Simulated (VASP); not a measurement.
A run of VASP 6.6.1:

File POSCAR:

```
Si16BC15
1.0
    6.1551186199     -0.0000000058      0.0000000000
   -3.0775593150     -5.3304890853      0.0000000000
    0.0000000000      0.0000000000    -10.0767692094
Si B C
16 1 15
Direct
    0.1659772650      0.3334687635      0.0615743382
    0.6668880543      0.3352539423      0.0634657834
    0.1642425140      0.8325966056      0.0634708406
    0.6668454543      0.8325757989      0.0634659159
    0.8332050743      0.1670479031      0.5618697950
    0.3324225126      0.1670609895      0.5618750044
    0.8326853478      0.6668027679      0.5644216520
    0.3324404881      0.6663081633      0.5618757488
   -0.0009647911     -0.0005090160      0.3128495276
    0.4993612545      0.0001345117      0.3102685309
   -0.0008915887      0.5004714328      0.3128561677
    0.4999982884      0.5004357415      0.3128532120
   -0.0013099586      0.5008060673      0.8123051506
    0.5006471747      0.5008029076      0.8123119681
   -0.0013130380      0.9988288353      0.8123055821
    0.4993440134      1.0001617480      0.8133016343
    0.1660357381      0.3334260075      0.2515552096
    0.6669695377      0.3352626967      0.2512175097
    0.1642734018      0.8325756023      0.2512004267
    0.6669031479      0.8325624511      0.2512108787
    0.8322450297      0.1665940543      0.7505910430
    0.3328958988      0.1665974524      0.7505915342
    0.8326681988      0.6668059071      0.7506669501
    0.3329037721      0.6672706086      0.7505922161
    0.4993594819      0.0001501430      0.4993401027
   -0.0021177630     -0.0028341263      0.5026334595
    0.5023029454      0.5016115225      0.5026373408
   -0.0021066678      0.5016162053      0.5026440042
    0.5012576258      0.5011085635      0.9973424895
   -0.0016317383      0.5011188096      0.9973423437
    0.4993336602      1.0001565601      1.0007836429
   -0.0016644160      0.9981787882      0.9973419144
```

File INCAR.step1:

```
SYSTEM = Si16BC15
  PREC = Accurate
  ENCUT = 520
  ISMEAR = 0
  SIGMA = 0.01
  LREAL = Auto
  LASPH = .True.
  NELM = 60
  NELECT = 128.0
  NBANDS = 86
  GGA = PE
  ALGO = Normal
  EDIFF = 1E-4
  LWAVE = .True.
  LCHARG = .False.
```

Contents of INCAR.step2:

```
SYSTEM = Si16BC15
  PREC = Accurate
  ENCUT = 520
  EDIFF = 1E-6
  ISMEAR = 0
  SIGMA = 0.01
  LREAL = Auto
  LASPH = .True.
  NELM = 60
  ALGO = Normal
  ISIF = 2
  LWAVE = .False.
  LCHARG = .False.
  METAGGA = R2SCAN
  LMIXTAU = .True.
  NELECT = 128.0
  NBANDS = 86
  ISTART = 1
```

The input KPOINTS:

```
regular mesh
0
Gamma
  2 2 2
  0 0 0
```

Potentials or basis: VASP PAW PBE potentials, release 64 (Si, B, C).

The run is started by

```sh
$ cat potpaw_PBE.64/Si/POTCAR potpaw_PBE.64/B/POTCAR potpaw_PBE.64/C/POTCAR > POTCAR
$ cp INCAR.step1 INCAR
$ mpirun -np 1 vasp_std > vasp.out
$ cp INCAR.step2 INCAR
$ mpirun -np 1 vasp_std > vasp.out
```

Hardware: 1 thread of Intel(R) Xeon(R) 6975P-C (Granite Rapids) (shared host).

**Question.** Estimate the wall time of this run.

**Answer.** It took 10 min on 1 thread of Intel(R) Xeon(R) 6975P-C (Granite Rapids), on a shared host, peak memory 0.55 GiB. Counts: k points 8.
